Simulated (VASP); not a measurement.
Input of a VASP 6.6.1 run:

File INCAR:

```
SYSTEM = Cd
ALGO = Normal
EDIFF = 1E-6
ENCUT = 520
GGA = PS
ISIF = 2
ISMEAR = -1
LASPH = .True.
LCHARG = .False.
LREAL = .False.
LWAVE = .False.
NBANDS = 12
NELM = 80
PREC = Accurate
SIGMA = 0.1
```

File KPOINTS:

```
k-points
0
Gamma
  14 14 14
  0 0 0
```

Contents of POSCAR:

```
Cd
1.0
   -1.7930129228      1.7930129228      1.7930129228
    1.7930129228     -1.7930129228      1.7930129228
    1.7930129228      1.7930129228     -1.7930129228
Cd
1
Direct
    0.0000000000      0.0000000000      0.0000000000
```

Potentials or basis: VASP PAW PBE potentials, release 64 (Cd).

Command:

```console
$ cat potpaw_PBE.64/Cd/POTCAR > POTCAR
$ mpirun -np 1 vasp_std > vasp.out
```

Q: Predict the pressure.

A: -3.0 GPa.

Q: Predict the band gap on the k mesh.

A: Zero (bands 6 and 7 overlap by 4.37 eV).

Caveat: the cell stands under tension; the PAW data sets were made with another functional, which shifts forces and pressure a little.
